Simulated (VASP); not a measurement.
# HfB2 (P6/mmm) in VASP: notebook, part 3 of 3

VASP 6.6.1. The steps go on from the part before.

## 4. Electric field gradients, PBE (volume scaled by 1.02)

The input, INCAR:

```
SYSTEM = HfB2
PREC = Accurate
ENCUT = 520
EDIFF = 1E-8
ISMEAR = -1
SIGMA = 0.05
LREAL = .False.
LASPH = .True.
NELM = 80
ALGO = Normal
ISIF = 2
LWAVE = .False.
LCHARG = .False.
GGA = PE
LEFG = .True.
NBANDS = 15
```

The input, KPOINTS:

```
Automatic mesh
0
Gamma
  13 13 11
  0 0 0
```

The input, POSCAR:

```
HfB2
1.0
    3.1607954092      0.0000000000      0.0000000000
   -1.5803977046      2.7373291205      0.0000000000
    0.0000000000      0.0000000000      3.5030470293
Hf B
1 2
Direct
    0.0000000000      0.0000000000      0.0000000000
    0.3333333333      0.6666666667      0.5000000000
    0.6666666667      0.3333333333      0.5000000000
```

Potentials or basis: VASP PAW PBE potentials, release 64 (Hf_pv, B).

On the command line:

```
$ cat potpaw_PBE.64/Hf_pv/POTCAR potpaw_PBE.64/B/POTCAR > POTCAR
$ mpirun -np 1 vasp_std > vasp.out
```

OUTCAR:

```text
SYSTEM = HfB2
   PREC = Accurate
   ENCUT = 520
   EDIFF = 1E-8
   ISMEAR = -1
   LREAL = .False.
   LASPH = .True.
   NELM = 80
   ISIF = 2
   GGA = PE

 ion  position               nearest neighbor table
   1  0.000  0.000  0.000-   2 2.53   3 2.53   2 2.53   3 2.53   2 2.53   2 2.53   3 2.53   3 2.53
                             3 2.53   3 2.53   2 2.53   2 2.53
   2  0.333  0.667  0.500-   3 1.82   3 1.82   3 1.82   1 2.53   1 2.53   1 2.53   1 2.53   1 2.53
                             1 2.53
   3  0.667  0.333  0.500-   2 1.82   2 1.82   2 1.82   1 2.53   1 2.53   1 2.53   1 2.53   1 2.53
                             1 2.53

  LATTYP: Found a hexagonal cell.
 ALAT       =     3.1607954092
 C/A-ratio  =     1.1082802193

  Lattice vectors:

 A1 = (   3.1607954092,   0.0000000000,   0.0000000000)
 A2 = (  -1.5803977046,   2.7373291205,   0.0000000000)
 A3 = (   0.0000000000,   0.0000000000,   3.5030470293)

Analysis of symmetry for initial positions (statically):
=====================================================================
[... 634 lines left out ...]
 POSITION                                       TOTAL-FORCE (eV/Angst)
 -----------------------------------------------------------------------------------
      0.00000      0.00000      0.00000         0.000000      0.000000      0.000000
     -0.00000      1.82489      1.75152         0.000000     -0.000000      0.000000
      1.58040      0.91244      1.75152        -0.000000      0.000000      0.000000
 -----------------------------------------------------------------------------------
    total drift:                               -0.000000      0.000000      0.000000

  FREE ENERGIE OF THE ION-ELECTRON SYSTEM (eV)
  ---------------------------------------------------
  free  energy   TOTEN  =       -26.3968603043 eV

  energy  without entropy=      -26.3950864154  energy(sigma->0) =      -26.39597336

 Electric field gradients (V/A^2)
---------------------------------------------------------------------
 ion       V_xx      V_yy      V_zz      V_xy      V_xz      V_yz
---------------------------------------------------------------------
   1     -38.006   -38.005    76.011     0.000     0.000    -0.000
   2      -0.756    -0.756     1.511    -0.000     0.000    -0.000
   3      -0.756    -0.756     1.511    -0.000     0.000    -0.000
---------------------------------------------------------------------

 Electric field gradients after diagonalization (V/A^2)
 (convention: |V_zz| > |V_xx| > |V_yy|)
----------------------------------------------------------------------
 ion       V_xx      V_yy      V_zz     asymmetry (V_yy - V_xx)/ V_zz
----------------------------------------------------------------------
   1     -38.006   -38.005    76.011       0.000
   2      -0.756    -0.756     1.511       0.000
   3      -0.756    -0.756     1.511       0.000
----------------------------------------------------------------------

           NMR quadrupolar parameters

 Cq : quadrupolar parameter    Cq=e*Q*V_zz/h
 eta: asymmetry parameters     (V_yy - V_xx)/ V_zz
 Q  : nuclear electric quadrupole moment in mb (millibarn)
----------------------------------------------------------------------
 ion       Cq(MHz)       eta       Q (mb)
----------------------------------------------------------------------
   1       0.184       0.000       1.000
   2       0.004       0.000       1.000
   3       0.004       0.000       1.000
----------------------------------------------------------------------
```

OSZICAR:

```text
N       E                     dE             d eps       ncg     rms          rms(c)
DAV:   1     0.282407822955E+02    0.28241E+02   -0.79785E+03  3780   0.101E+03
DAV:   2    -0.271801907457E+02   -0.55421E+02   -0.52216E+02  5105   0.219E+02
DAV:   3    -0.287431008300E+02   -0.15629E+01   -0.15570E+01  4816   0.269E+01
DAV:   4    -0.287497854875E+02   -0.66847E-02   -0.66826E-02  4592   0.216E+00
DAV:   5    -0.287498268531E+02   -0.41366E-04   -0.41361E-04  4823   0.151E-01    0.507E+01
DAV:   6    -0.265082130458E+02    0.22416E+01   -0.27970E+00  4585   0.119E+01    0.374E+01
DAV:   7    -0.264566932432E+02    0.51520E-01   -0.89365E-01  4879   0.689E+00    0.117E+01
DAV:   8    -0.264009613498E+02    0.55732E-01   -0.21627E-01  4452   0.349E+00    0.158E+00
DAV:   9    -0.263970303829E+02    0.39310E-02   -0.17782E-02  4445   0.107E+00    0.381E-01
DAV:  10    -0.263968548002E+02    0.17558E-03   -0.73409E-04  4767   0.225E-01    0.249E-01
DAV:  11    -0.263968628087E+02   -0.80085E-05   -0.51500E-05  4704   0.542E-02    0.101E-01
DAV:  12    -0.263968602344E+02    0.25744E-05   -0.32152E-06  4494   0.131E-02    0.951E-03
DAV:  13    -0.263968602976E+02   -0.63197E-07   -0.23081E-07  4781   0.379E-03    0.275E-03
DAV:  14    -0.263968603043E+02   -0.67153E-08   -0.20309E-08  4118   0.118E-03
   1 F= -.26396860E+02 E0= -.26395973E+02  d E =-.177389E-02
```

stdout:

```text
POSCAR found type information on POSCAR HfB
 POSCAR found :  2 types and       3 ions
 scaLAPACK will be used
 LDA part: xc-table for (Slater+PW92), standard interpolation
 POSCAR, INCAR and KPOINTS ok, starting setup
 FFT: planning ... GRIDC
 FFT: planning ... GRID_SOFT
 FFT: planning ... GRID
 WAVECAR not read
 entering main loop
ion   1

ion   2

ion   3
```

Run time: 64 s. Hardware: 1 thread of AMD EPYC 9R45 (Zen 5), shared host; peak memory 0.15 GiB.

What came out:

```yaml
Free_energy: -26.3969 eV
Pressure: -3.9 GPa
Band_gap_on_the_k_mesh: zero (band 8 reaches 8.14 eV, above the bottom of band 9 at 7.14 eV)
```

Electric field gradients, principal values (V/Å²):
| atom | least | middle | greatest (by size) |
| --- | --- | --- | --- |
| 1 Hf | -38.005 | -38.006 | 76.011 |
| 2 B | -0.756 | -0.756 | 1.511 |
| 3 B | -0.756 | -0.756 | 1.511 |

Caveat: without QUAD_EFG the Cq values of the log hold for a quadrupole moment of 1 mb, not for the nuclei; spin-orbit coupling is left out, which moves the levels of the heavy elements.

## 5. Electric field gradients, PBE (volume scaled by 1.06)

The input, INCAR:

```
PREC = Accurate
ENCUT = 520
EDIFF = 1E-8
ISMEAR = -1
SIGMA = 0.05
LREAL = False
LASPH = True
NELM = 100
ALGO = Normal
ISIF = 2
LWAVE = False
LCHARG = False
GGA = PE
LEFG = True
NBANDS = 15
```

The input, KPOINTS:

```
Automatic mesh
0
Gamma
  13 13 11
```

The input, POSCAR:

```
HfB2
1.0
    3.2015843649      0.0000000000      0.0000000000
   -1.6007921825      2.7726533923      0.0000000000
    0.0000000000      0.0000000000      3.5482526220
Hf B
1 2
Direct
    0.0000000000      0.0000000000      0.0000000000
    0.3333333333      0.6666666667      0.5000000000
    0.6666666667      0.3333333333      0.5000000000
```

Potentials or basis: VASP PAW PBE potentials, release 64 (Hf_pv, B).

On the command line:

```
$ cat potpaw_PBE.64/Hf_pv/POTCAR potpaw_PBE.64/B/POTCAR > POTCAR
$ mpirun -np 1 vasp_std > vasp.out
```

OUTCAR:

```text
PREC = Accurate
   ENCUT = 520
   EDIFF = 1E-8
   ISMEAR = -1
   LREAL = False
   LASPH = True
   NELM = 100
   ISIF = 2
   GGA = PE

 ion  position               nearest neighbor table
   1  0.000  0.000  0.000-   2 2.56   3 2.56   2 2.56   3 2.56   2 2.56   2 2.56   3 2.56   3 2.56
                             3 2.56   3 2.56   2 2.56   2 2.56
   2  0.333  0.667  0.500-   3 1.85   3 1.85   3 1.85   1 2.56   1 2.56   1 2.56   1 2.56   1 2.56
                             1 2.56
   3  0.667  0.333  0.500-   2 1.85   2 1.85   2 1.85   1 2.56   1 2.56   1 2.56   1 2.56   1 2.56
                             1 2.56

  LATTYP: Found a hexagonal cell.
 ALAT       =     3.2015843649
 C/A-ratio  =     1.1082802193
[... 659 lines left out ...]
 ion       V_xx      V_yy      V_zz      V_xy      V_xz      V_yz
---------------------------------------------------------------------
   1     -37.268   -37.267    74.535     0.000    -0.000    -0.000
   2      -0.747    -0.747     1.494    -0.000     0.000    -0.000
   3      -0.747    -0.747     1.494    -0.000     0.000    -0.000
---------------------------------------------------------------------

 Electric field gradients after diagonalization (V/A^2)
 (convention: |V_zz| > |V_xx| > |V_yy|)
----------------------------------------------------------------------
 ion       V_xx      V_yy      V_zz     asymmetry (V_yy - V_xx)/ V_zz
----------------------------------------------------------------------
   1     -37.268   -37.267    74.535       0.000
   2      -0.747    -0.747     1.494       0.000
   3      -0.747    -0.747     1.494       0.000
----------------------------------------------------------------------

           NMR quadrupolar parameters

 Cq : quadrupolar parameter    Cq=e*Q*V_zz/h
 eta: asymmetry parameters     (V_yy - V_xx)/ V_zz
 Q  : nuclear electric quadrupole moment in mb (millibarn)
----------------------------------------------------------------------
 ion       Cq(MHz)       eta       Q (mb)
----------------------------------------------------------------------
   1       0.180       0.000       1.000
   2       0.004       0.000       1.000
   3       0.004       0.000       1.000
----------------------------------------------------------------------
```

Run time: 52 s. Hardware: 1 thread of AMD EPYC 9R45 (Zen 5), shared host; peak memory 0.15 GiB.

What came out:

```yaml
Free_energy: -26.3357 eV
Pressure: -12.4 GPa
Band_gap_on_the_k_mesh: zero (band 8 reaches 7.82 eV, above the bottom of band 9 at 6.86 eV)
```

Levels at points of the mesh, in eV from the Fermi level:
```
           k point  band 4  band 5  band 6  band 7  band 8  band 9  band 10  band 11  band 12  band 13
(0.00, 0.00, 0.00)  -13.50   -2.94   -2.87   -2.86   -2.86    3.66     3.66     4.27     4.27     4.48
```

Electric field gradients, principal values (V/Å²):
| atom | least | middle | greatest (by size) |
| --- | --- | --- | --- |
| 1 Hf | -37.267 | -37.268 | 74.535 |
| 2 B | -0.747 | -0.747 | 1.494 |
| 3 B | -0.747 | -0.747 | 1.494 |

Caveat: without QUAD_EFG the Cq values of the log hold for a quadrupole moment of 1 mb, not for the nuclei; spin-orbit coupling is left out, which moves the levels of the heavy elements.

## 6. Overview

```tsv
cell	gap on the mesh (eV)	pressure (GPa)
a = 3.129, b = 3.129, c = 3.468 Å, angles 90.0, 90.0, 120.0°, 3 atoms	none	3.6
a = 3.161, b = 3.161, c = 3.503 Å, angles 90.0, 90.0, 120.0°, 3 atoms	none	-3.9
a = 3.202, b = 3.202, c = 3.548 Å, angles 90.0, 90.0, 120.0°, 3 atoms	none	-12.4
```

Alike in all rows: task electric field gradients; level PBE; potentials or basis VASP PAW PBE potentials, release 64 (Hf_pv, B); no spin polarisation; k mesh 13 × 13 × 11; cutoff (eV) 520; smearing fermi-dirac 0.05 eV.

Caveats: spin-orbit coupling is left out, which moves the levels of the heavy elements.

Absolute energies hang on the potentials; compare differences alone.
